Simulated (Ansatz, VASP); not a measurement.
**In2P: VASP beside Ansatz**

```
In P
1.0
     7.01796    0.00000    0.00000
    -3.50898    6.07773    0.00000
     0.00000    0.00000    6.98605
In P
6 3
Direct
  0.36097 0.26488 0.31532
  0.73512 0.09609 0.64865
  0.90391 0.63903 0.98198
  0.26488 0.36097 0.68468
  0.09609 0.73512 0.35135
  0.63903 0.90391 0.01802
  0.52092 0.00000 0.33333
  0.00000 0.52092 0.66667
  0.47908 0.47908 0.00000
```

Alike in both runs: functional PBE; k mesh 3 × 3 × 4; occupations gaussian, width 0.1 eV; no spin polarisation.

Ansatz relaxed the structure, and its values are those at the end. VASP's run is a single point on that final structure, the one shown.

|  | VASP | Ansatz |
| --- | --- | --- |
| version | VASP 6.6.1 | Ansatz 0.2.0 |
| potentials or method | VASP PAW PBE potentials, release 64 (In_d, P), cutoff 520 eV | scalar-relativistic, plane waves, PAW |
| valence electrons in the cell | 93 | 93 |

Ansatz gave:

* gap on the k mesh at the Fermi level (eV): none
* pressure (GPa): 0.2
* rms of the force components (eV/Å): 0.005

**Question.** Estimate VASP's values.

**Answer.** gap on the k mesh at the Fermi level (eV): none; pressure (GPa): 0.2; rms of the force components (eV/Å): 0.006.

A gap of «none» marks a metal or a gap that the smearing closes.
